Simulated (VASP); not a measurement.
# NaI3 (P6_3/mcm) in VASP: settings compared

The runs below take NaI3 through single point, with PBEsol, r2SCAN.

All numbers are computed with VASP 6.6.1; they aren't measurements. Logs are shortened: lines on timing, memory, paths and dates and some standing lists are left out, and cuts for length are marked.

### 1 The cell of the first run

Symmetry: P6_3/mcm, No. 193, hexagonal system. The conventional cell has a = 7.165 Å, b = 7.165 Å, c = 6.532 Å, α = 90.00°, β = 90.00°, γ = 120.00°. I (site symmetry m2m) has 2 Na at 2.80 Å within 3.7 Å. Within 3.7 Å of Na (site symmetry -3m) lie 6 I at 2.80 Å and 2 Na at 3.27 Å.

### 2 Single point, PBEsol

Contents of INCAR:

```
SYSTEM = NaI3
  ALGO = Normal
  EDIFF = 1E-6
  ENCUT = 520
  GGA = PS
  ISIF = 2
  ISMEAR = -1
  LASPH = .True.
  LCHARG = .False.
  LREAL = .False.
  LWAVE = .False.
  NBANDS = 38
  NELM = 80
  PREC = Accurate
  SIGMA = 0.0106
```

Contents of KPOINTS:

```
k-points
0
Gamma
  3 3 3
  0 0 0
```

Contents of POSCAR:

```
NaI3
1.0
    7.1652670000      0.0000000000      0.0000000000
   -3.5826330000      6.2053060000      0.0000000000
    0.0000000000      0.0000000000      6.5317740000
I Na
6 2
Direct
    0.3170500000      0.0000000000      0.2500000000
    0.3170500000      0.3170500000      0.7500000000
    0.0000000000      0.3170500000      0.2500000000
    0.6829500000      0.0000000000      0.7500000000
    0.6829500000      0.6829500000      0.2500000000
    0.0000000000      0.6829500000      0.7500000000
    0.0000000000      0.0000000000      0.0000000000
    0.0000000000      0.0000000000      0.5000000000
```

Potentials or basis: VASP PAW PBE potentials, release 64 (I, Na_pv).

Started as:

```
cat potpaw_PBE.64/I/POTCAR potpaw_PBE.64/Na_pv/POTCAR > POTCAR
mpirun -np 1 vasp_std > vasp.out
```

OUTCAR:

```text
SYSTEM = NaI3
   EDIFF = 1E-6
   ENCUT = 520
   GGA = PS
   ISIF = 2
   ISMEAR = -1
   LASPH = .True.
   LREAL = .False.
   NELM = 80
   PREC = Accurate

 ion  position               nearest neighbor table
   1  0.317  0.000  0.250-   7 2.80   8 2.80
   2  0.317  0.317  0.750-   7 2.80   8 2.80
   3  0.000  0.317  0.250-   7 2.80   8 2.80
   4  0.683  0.000  0.750-   7 2.80   8 2.80
   5  0.683  0.683  0.250-   7 2.80   8 2.80
   6  0.000  0.683  0.750-   7 2.80   8 2.80
   7  0.000  0.000  0.000-   1 2.80   4 2.80   3 2.80   6 2.80   5 2.80   2 2.80
   8  0.000  0.000  0.500-   1 2.80   4 2.80   3 2.80   6 2.80   5 2.80   2 2.80

  LATTYP: Found a hexagonal cell.
 ALAT       =     7.1652670000
 C/A-ratio  =     0.9115883609

  Lattice vectors:

 A1 = (   7.1652670000,   0.0000000000,   0.0000000000)
 A2 = (  -3.5826330000,   6.2053060000,   0.0000000000)
 A3 = (   0.0000000000,   0.0000000000,   6.5317740000)

Analysis of symmetry for initial positions (statically):
=====================================================================
 Subroutine PRICEL returns:
 Original cell was already a primitive cell.

 Routine SETGRP: Setting up the symmetry group for a
 hexagonal supercell.

 Subroutine GETGRP returns: Found 24 space group operations
 (whereof 12 operations were pure point group operations)
 out of a pool of 24 trial point group operations.

The static configuration has the point symmetry D_3d.
 The point group associated with its full space group is D_6h.

Analysis of symmetry for dynamics (positions and initial velocities):
=====================================================================
 Subroutine PRICEL returns:
 Original cell was already a primitive cell.

 Routine SETGRP: Setting up the symmetry group for a
 hexagonal supercell.

 Subroutine GETGRP returns: Found 24 space group operations
 (whereof 12 operations were pure point group operations)
 out of a pool of 24 trial point group operations.

The dynamic configuration has the point symmetry D_3d.
 The point group associated with its full space group is D_6h.

 Subroutine INISYM returns: Found 24 space group operations
 (whereof 12 operations are pure point group operations),
 and found     1 'primitive' translations

[... 86 lines left out ...]
   NELM   =     80;   NELMIN=  2; NELMDL= -5     # of ELM steps
   EDIFF  = 0.1E-05   stopping-criterion for ELM
   LREAL  =      F    real-space projection
   EDIFFG = 0.1E-04   stopping-criterion for IOM
   NSW    =      0    number of steps for IOM
   IBRION =     -1    ionic relax: 0-MD 1-quasi-New 2-CG
   NFREE  =      0    steps in history (QN), initial steepest desc. (CG)
   ISIF   =      2    stress and relaxation
   ISYM   =      2    0-nonsym 1-usesym 2-fastsym
   POTIM  = 0.5000    time-step for ionic-motion
   TEBEG  =    0.0;   TEEND  =   0.0 temperature during run
   PSTRESS=    0.0 pullay stress
   NELECT =      56.0000    total number of electrons
   NUPDOWN=      -1.0000    fix difference up-down
   EMIN   =  10.00;   EMAX   =-10.00  energy-range for DOS
   EFERMI =   0.00;   METHOD = LEGACY
   ISMEAR =    -1;   SIGMA  =   0.01  broadening in eV -4-tet -1-fermi 0-gaus
   EFERMI_NEDOS =   21; number of points for ismear=-14 and -15
   IALGO  =     38    algorithm
   IMIX   =      4    mixing-type and parameters
     AMIX     =   0.40;   BMIX     =  1.00
     AMIX_MAG =   1.60;   BMIX_MAG =  1.00
  volume/ion in A,a.u.               =      36.30       244.98
  Fermi-wavevector in a.u.,A,eV,Ry     =   0.945791  1.787286 12.170697  0.894521
  Thomas-Fermi vector in A             =   2.073727
   LORBIT       =      0    0 simple, 1 ext, 2 COOP (PROOUT), +10 PAW based schemes
   GGA     = PS    functional components
   LHFCALC =     F    Hartree Fock is set to
   AEXX    =    0.0000 exact exchange contribution
   IVDW    =     0    specifies the selected vdW correction
   LEPSILON=     F    determine dielectric tensor
   LRPA    =     F    only Hartree local field effects (RPA)
 non-spin polarized calculation
  energy-cutoff  :      520.00
  volume of cell :      290.42
 maximum number of plane-waves:      7822
 NGX is ok and might be reduce to    54
   NGX = 27   NGY = 27   NGZ = 25

 number of electron      56.0000025 magnetization

 Free energy of the ion-electron system (eV)
  ---------------------------------------------------
  ext. energy  EPLUGINS =         0.00000000
  ---------------------------------------------------
  free energy    TOTEN  =       -13.64339435 eV

  energy without entropy =      -13.63775345  energy(sigma->0) =      -13.64057390

 E-fermi :   1.6945     XC(G=0):  -8.2849

 val. band max:        1.6928602038   @ k =   0.0000   0.0000   0.3333
 cond. band min:       1.7318123308   @ k =   0.3333   0.3333   0.3333
 fundamental gap:      0.0389521270
 Fermi energy:         1.6945170035

 k-point     1 :       0.0000    0.0000    0.0000
  band No.  band energies     occupation
      1     -20.2753      2.00000
      2     -20.2135      2.00000
      3     -20.2135      2.00000
      4     -20.1934      2.00000
      5     -20.1934      2.00000
      6     -20.1730      2.00000
[... 235 lines left out ...]
     37       8.9145      0.00000
     38       9.2450      0.00000

------------------------ aborting loop because EDIFF is reached ----------------------------------------

  FORCE on cell =-STRESS in cart. coord.  units (eV):
  Direction    XX          YY          ZZ          XY          YZ          ZX
  --------------------------------------------------------------------------------------
  -------------------------------------------------------------------------------------
  Total        4.6977946      4.6977988      4.9304664      0.0000004      0.0000000     -0.0000000
  in kB       25.9165911     25.9166141     27.2001851      0.0000021      0.0000000     -0.0000000
  external PRESSURE =      26.3444634 kB  Pullay stress =       0.0000000 kB

 VOLUME and BASIS-vectors are now :
 -----------------------------------------------------------------------------
  energy-cutoff  :      520.00
  volume of cell :      290.42
      direct lattice vectors                 reciprocal lattice vectors
     7.165267000  0.000000000  0.000000000     0.139562141  0.080576192  0.000000000
    -3.582633000  6.205306000  0.000000000     0.000000000  0.161152407  0.000000000
     0.000000000  0.000000000  6.531774000     0.000000000  0.000000000  0.153097765

 POSITION                                       TOTAL-FORCE (eV/Angst)
 -----------------------------------------------------------------------------------
      2.27175      0.00000      1.63294         1.218712      0.000000     -0.000000
      1.13587      1.96739      4.89883         0.609356      1.055436     -0.000000
     -1.13587      1.96739      1.63294        -0.609356      1.055436      0.000000
      4.89352      0.00000      4.89883        -1.218712      0.000000      0.000000
      2.44676      4.23791      1.63294        -0.609356     -1.055436      0.000000
     -2.44676      4.23791      4.89883         0.609356     -1.055436     -0.000000
      0.00000      0.00000      0.00000         0.000000      0.000000      0.000000
      0.00000      0.00000      3.26589        -0.000000      0.000000      0.000000
 -----------------------------------------------------------------------------------
    total drift:                                0.000000     -0.000000      0.000000

  FREE ENERGIE OF THE ION-ELECTRON SYSTEM (eV)
  ---------------------------------------------------
  free  energy   TOTEN  =       -13.6433943534 eV

  energy  without entropy=      -13.6377534459  energy(sigma->0) =      -13.64057390
```

stdout:

```text
POSCAR found type information on POSCAR I Na
 POSCAR found :  2 types and       8 ions
 scaLAPACK will be used
 -----------------------------------------------------------------------------
|                                                                             |
|                                                                             |
|     You enforced a specific xc type in the INCAR file but a different       |
|     I HOPE YOU KNOW WHAT YOU ARE DOING!                                     |
|                                                                             |
 -----------------------------------------------------------------------------

 LDA part: xc-table for (Slater+PW92), standard interpolation
 POSCAR, INCAR and KPOINTS ok, starting setup
 FFT: planning ... GRIDC
 FFT: planning ... GRID_SOFT
 FFT: planning ... GRID
 WAVECAR not read
 entering main loop
```

Wall time 97 s (1 thread of Intel Xeon 6975P-C, shared host); peak memory 0.38 GiB.

What came out:

```yaml
Free_energy: -13.6434 eV
Pressure: 2.6 GPa
Largest_force: 1.219 eV/Å
Band_gap_on_the_k_mesh: zero (band 28 reaches 2.06 eV, above the bottom of band 29 at 1.68 eV)
```

Forces in eV/Å, atoms in the order of the input:
```
I    1.219  0.000  0.000
I    0.609  1.055  0.000
I   -0.609  1.055  0.000
I   -1.219  0.000  0.000
I   -0.609 -1.055  0.000
I    0.609 -1.055  0.000
Na   0.000  0.000  0.000
Na   0.000  0.000  0.000
```

Caveat: the PAW data sets were made with another functional, which shifts forces and pressure a little; spin-orbit coupling is left out, which moves the levels of the heavy elements.

(Continued in part 2 of 2.)
